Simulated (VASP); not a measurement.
# Os (Fm-3m) in VASP: a series of runs

Os is run at these levels: PBEsol; tasks: electric field gradients.

All numbers are computed with VASP 6.6.1; they aren't measurements. Logs are shortened: lines on timing, memory, paths and dates and some standing lists are left out, and cuts for length are marked.

## (1) The cell of the first run

It takes space group Fm-3m (No. 225, cubic). Conventional cell: a = 3.916 Å, b = 3.916 Å, c = 3.916 Å, α = 90.00°, β = 90.00°, γ = 90.00°. Within 3.6 Å of Os (site symmetry m-3m) lie 12 Os at 2.77 Å.

This isn't the form of Os at room conditions, which is hcp.

## (2) Electric field gradients, PBEsol (15.01 Å³/atom)

INCAR reads:

```
ALGO = Normal
EDIFF = 1E-8
ENCUT = 520
GGA = PS
ISIF = 2
ISMEAR = -1
LASPH = True
LCHARG = False
LEFG = True
LREAL = False
LWAVE = False
NBANDS = 10
NELM = 80
PREC = Accurate
SIGMA = 0.03
```

KPOINTS reads:

```
k-points
0
Gamma
  14 14 14
```

POSCAR reads:

```
Os
1.0
    0.0000000000      1.9578811701      1.9578811701
    1.9578811701      0.0000000000      1.9578811701
    1.9578811701      1.9578811701      0.0000000000
Os
1
Direct
    0.0000000000      0.0000000000      0.0000000000
```

Potentials or basis: VASP PAW PBE potentials, release 64 (Os).

Started as:

```sh
$ cat potpaw_PBE.64/Os/POTCAR > POTCAR
$ mpirun -np 1 vasp_std > vasp.out
```

OUTCAR:

```text
EDIFF = 1E-8
   ENCUT = 520
   GGA = PS
   ISIF = 2
   ISMEAR = -1
   LASPH = True
   LREAL = False
   NELM = 80
   PREC = Accurate

 ion  position               nearest neighbor table
   1  0.000  0.000  0.000-

  LATTYP: Found a face centered cubic cell.
 ALAT       =     3.9157623402

  Lattice vectors:

 A1 = (   0.0000000000,   1.9578811701,   1.9578811701)
 A2 = (   1.9578811701,   0.0000000000,   1.9578811701)
 A3 = (   1.9578811701,   1.9578811701,   0.0000000000)

Analysis of symmetry for initial positions (statically):
=====================================================================
 Subroutine PRICEL returns:
 Original cell was already a primitive cell.

 Routine SETGRP: Setting up the symmetry group for a
 face centered cubic supercell.

 Subroutine GETGRP returns: Found 48 space group operations
 (whereof 48 operations were pure point group operations)
 out of a pool of 48 trial point group operations.

The static configuration has the point symmetry O_h .

Analysis of symmetry for dynamics (positions and initial velocities):
=====================================================================
 Subroutine PRICEL returns:
 Original cell was already a primitive cell.

 Routine SETGRP: Setting up the symmetry group for a
 face centered cubic supercell.

 Subroutine GETGRP returns: Found 48 space group operations
 (whereof 48 operations were pure point group operations)
 out of a pool of 48 trial point group operations.

The dynamic configuration has the point symmetry O_h .

 Subroutine INISYM returns: Found 48 space group operations
 (whereof 48 operations are pure point group operations),
 and found     1 'primitive' translations

----------------------------------------------------------------------------------------

                                     Primitive cell

  volume of cell :      15.0103

  direct lattice vectors                    reciprocal lattice vectors
[... 121 lines left out ...]
   NGX = 11   NGY = 11   NGZ = 11

 number of electron       8.0000000 magnetization

 Free energy of the ion-electron system (eV)
  ---------------------------------------------------
  ext. energy  EPLUGINS =         0.00000000
  ---------------------------------------------------
  free energy    TOTEN  =       -12.00165590 eV

  energy without entropy =      -11.99701870  energy(sigma->0) =      -11.99933730

 E-fermi :   8.1124     XC(G=0): -13.7537

 val. band max:        8.1098649723   @ k =   0.3571   0.2857   0.0714
 cond. band min:       8.1152910441   @ k =   0.0714   0.0000   0.0000
 fundamental gap:      0.0054260718
 Fermi energy:         8.1123683824

 k-point     1 :       0.0000    0.0000    0.0000
  band No.  band energies     occupation
      1      -2.0899      2.00000
      2       5.4367      2.00000
      3       5.4367      2.00000
      4       5.4367      2.00000
      5       8.1820      0.17853
      6       8.1820      0.17853
      7      22.4604      0.00000
      8      27.8409      0.00000
      9      27.8409      0.00000
     10      27.8409      0.00000
[... 287 lines left out ...]
 k-point    24 :       0.2857    0.1429    0.0000
  band No.  band energies     occupation
      1       0.6166      2.00000
      2       4.0178      2.00000
      3       5.7658      2.00000
      4       6.5519      2.00000
      5       7.8780      1.99919
      6       9.1506      0.00000
      7      23.2068      0.00000
      8      26.1846      0.00000
      9      28.2072      0.00000
     10      29.1109      0.00000

 [... further k-points ...]

------------------------ aborting loop because EDIFF is reached ----------------------------------------

  FORCE on cell =-STRESS in cart. coord.  units (eV):
  Direction    XX          YY          ZZ          XY          YZ          ZX
  --------------------------------------------------------------------------------------
  -------------------------------------------------------------------------------------
  Total       -2.4595093     -2.4595093     -2.4595093      0.0000000      0.0000000      0.0000000
  in kB     -262.5246371   -262.5246371   -262.5246371      0.0000000      0.0000000      0.0000000
  external PRESSURE =    -262.5246371 kB  Pullay stress =       0.0000000 kB

 VOLUME and BASIS-vectors are now :
 -----------------------------------------------------------------------------
  energy-cutoff  :      520.00
  volume of cell :       15.01
      direct lattice vectors                 reciprocal lattice vectors
     0.000000000  1.957881170  1.957881170    -0.255378114  0.255378114  0.255378114
     1.957881170  0.000000000  1.957881170     0.255378114 -0.255378114  0.255378114
     1.957881170  1.957881170  0.000000000     0.255378114  0.255378114 -0.255378114

 POSITION                                       TOTAL-FORCE (eV/Angst)
 -----------------------------------------------------------------------------------
      0.00000      0.00000      0.00000        -0.000000     -0.000000     -0.000000
 -----------------------------------------------------------------------------------
    total drift:                               -0.000000      0.000000     -0.000000

  FREE ENERGIE OF THE ION-ELECTRON SYSTEM (eV)
  ---------------------------------------------------
  free  energy   TOTEN  =       -12.0016559021 eV

  energy  without entropy=      -11.9970186999  energy(sigma->0) =      -11.99933730

 Electric field gradients (V/A^2)
---------------------------------------------------------------------
 ion       V_xx      V_yy      V_zz      V_xy      V_xz      V_yz
---------------------------------------------------------------------
   1      -0.000    -0.000     0.000     0.000     0.000     0.000
---------------------------------------------------------------------

 Electric field gradients after diagonalization (V/A^2)
 (convention: |V_zz| > |V_xx| > |V_yy|)
----------------------------------------------------------------------
 ion       V_xx      V_yy      V_zz     asymmetry (V_yy - V_xx)/ V_zz
----------------------------------------------------------------------
   1      -0.000    -0.000     0.000       0.000
----------------------------------------------------------------------

           NMR quadrupolar parameters

 Cq : quadrupolar parameter    Cq=e*Q*V_zz/h
 eta: asymmetry parameters     (V_yy - V_xx)/ V_zz
 Q  : nuclear electric quadrupole moment in mb (millibarn)
----------------------------------------------------------------------
 ion       Cq(MHz)       eta       Q (mb)
----------------------------------------------------------------------
   1       0.000       0.000       1.000
----------------------------------------------------------------------
```

stdout:

```text
POSCAR found type information on POSCAR Os
 POSCAR found :  1 types and       1 ions
 scaLAPACK will be used
 -----------------------------------------------------------------------------
|                                                                             |
|                                                                             |
|     You enforced a specific xc type in the INCAR file but a different       |
|     I HOPE YOU KNOW WHAT YOU ARE DOING!                                     |
|                                                                             |
 -----------------------------------------------------------------------------

 LDA part: xc-table for (Slater+PW92), standard interpolation
 POSCAR, INCAR and KPOINTS ok, starting setup
 FFT: planning ... GRIDC
 FFT: planning ... GRID_SOFT
 FFT: planning ... GRID
 WAVECAR not read
 entering main loop
ion   1
```

It took 21 s on 1 thread of Intel Xeon 8259CL, shared host; peak memory 0.15 GiB.

Results:

```yaml
Free_energy: -12.0017 eV
Pressure: -26.3 GPa
Band_gap_on_the_k_mesh: zero (bands 4 and 5 overlap by 3.41 eV)
Largest_electric_field_gradient_by_atom: zero within the noise of the run
```

Caveat: the cell stands under tension; the PAW data sets were made with another functional, which shifts forces and pressure a little; spin-orbit coupling is left out, which moves the levels of the heavy elements.

## (3) Electric field gradients, PBEsol (15.30 Å³/atom)

This run uses another cell than the first one, of 15.30 Å³/atom.

INCAR reads:

```
PREC     = Accurate       # precision mode
ENCUT    = 520            # plane-wave cutoff, eV
EDIFF    = 1E-8           # SCF threshold, eV
ISMEAR   = -1             # smearing method
SIGMA    = 0.03           # smearing width, eV
LREAL    = False          # projectors in reciprocal space
LASPH    = True           # aspherical terms in the spheres
NELM     = 100            # most SCF steps
ALGO     = Normal         # electronic algorithm
ISIF     = 2              # what is computed and relaxed
LWAVE    = False          # write WAVECAR
LCHARG   = False          # write CHGCAR
GGA      = PS             # functional
LEFG     = True         
NBANDS   = 10             # bands
```

KPOINTS reads:

```
regular mesh
0
Gamma
  14 14 14
```

POSCAR reads:

```
Os
1.0
    0.0000000000      1.9705950404      1.9705950404
    1.9705950404      0.0000000000      1.9705950404
    1.9705950404      1.9705950404      0.0000000000
Os
1
Direct
    0.0000000000      0.0000000000      0.0000000000
```

Potentials or basis: VASP PAW PBE potentials, release 64 (Os).

Started as:

```sh
$ cat potpaw_PBE.64/Os/POTCAR > POTCAR
$ mpirun -np 1 vasp_std > vasp.out
```

OUTCAR:

```text
PREC = Accurate
   ENCUT = 520
   EDIFF = 1E-8
   ISMEAR = -1
   LREAL = False
   LASPH = True
   NELM = 100
   ISIF = 2
   GGA = PS

 ion  position               nearest neighbor table
   1  0.000  0.000  0.000-

  LATTYP: Found a face centered cubic cell.
 ALAT       =     3.9411900808

  Lattice vectors:

 A1 = (   0.0000000000,   1.9705950404,   1.9705950404)
 A2 = (   1.9705950404,   0.0000000000,   1.9705950404)
 A3 = (   1.9705950404,   1.9705950404,   0.0000000000)

Analysis of symmetry for initial positions (statically):
=====================================================================
 Subroutine PRICEL returns:
 Original cell was already a primitive cell.

 Routine SETGRP: Setting up the symmetry group for a
 face centered cubic supercell.
[... 493 lines left out ...]
  in kB     -317.6244668   -317.6244668   -317.6244668      0.0000000     -0.0000000      0.0000000
  external PRESSURE =    -317.6244668 kB  Pullay stress =       0.0000000 kB

 VOLUME and BASIS-vectors are now :
 -----------------------------------------------------------------------------
  energy-cutoff  :      520.00
  volume of cell :       15.30
      direct lattice vectors                 reciprocal lattice vectors
     0.000000000  1.970595040  1.970595040    -0.253730467  0.253730467  0.253730467
     1.970595040  0.000000000  1.970595040     0.253730467 -0.253730467  0.253730467
     1.970595040  1.970595040  0.000000000     0.253730467  0.253730467 -0.253730467

 POSITION                                       TOTAL-FORCE (eV/Angst)
 -----------------------------------------------------------------------------------
      0.00000      0.00000      0.00000         0.000000     -0.000000      0.000000
 -----------------------------------------------------------------------------------
    total drift:                               -0.000000     -0.000000     -0.000000

  FREE ENERGIE OF THE ION-ELECTRON SYSTEM (eV)
  ---------------------------------------------------
  free  energy   TOTEN  =       -11.9485213735 eV

  energy  without entropy=      -11.9438273632  energy(sigma->0) =      -11.94617437

 Electric field gradients (V/A^2)
---------------------------------------------------------------------
 ion       V_xx      V_yy      V_zz      V_xy      V_xz      V_yz
---------------------------------------------------------------------
   1      -0.000    -0.000     0.000     0.000     0.000     0.000
---------------------------------------------------------------------

 Electric field gradients after diagonalization (V/A^2)
 (convention: |V_zz| > |V_xx| > |V_yy|)
----------------------------------------------------------------------
 ion       V_xx      V_yy      V_zz     asymmetry (V_yy - V_xx)/ V_zz
----------------------------------------------------------------------
   1      -0.000    -0.000     0.000       0.000
----------------------------------------------------------------------

           NMR quadrupolar parameters

 Cq : quadrupolar parameter    Cq=e*Q*V_zz/h
 eta: asymmetry parameters     (V_yy - V_xx)/ V_zz
 Q  : nuclear electric quadrupole moment in mb (millibarn)
----------------------------------------------------------------------
 ion       Cq(MHz)       eta       Q (mb)
----------------------------------------------------------------------
   1       0.000       0.000       1.000
----------------------------------------------------------------------
```

It took 22 s on 1 thread of Intel Xeon 8259CL, shared host; peak memory 0.15 GiB.

What came out:

```
Free energy                             : -11.9485 eV
Pressure                                : -31.8 GPa
Band gap on the k mesh                  : zero (bands 4 and 5 overlap by 3.34 eV)
Largest electric field gradient by atom : zero within the noise of the run
```

Caveat: the cell stands under tension; the PAW data sets were made with another functional, which shifts forces and pressure a little; spin-orbit coupling is left out, which moves the levels of the heavy elements.

(Part 1 of 2 ends here.)
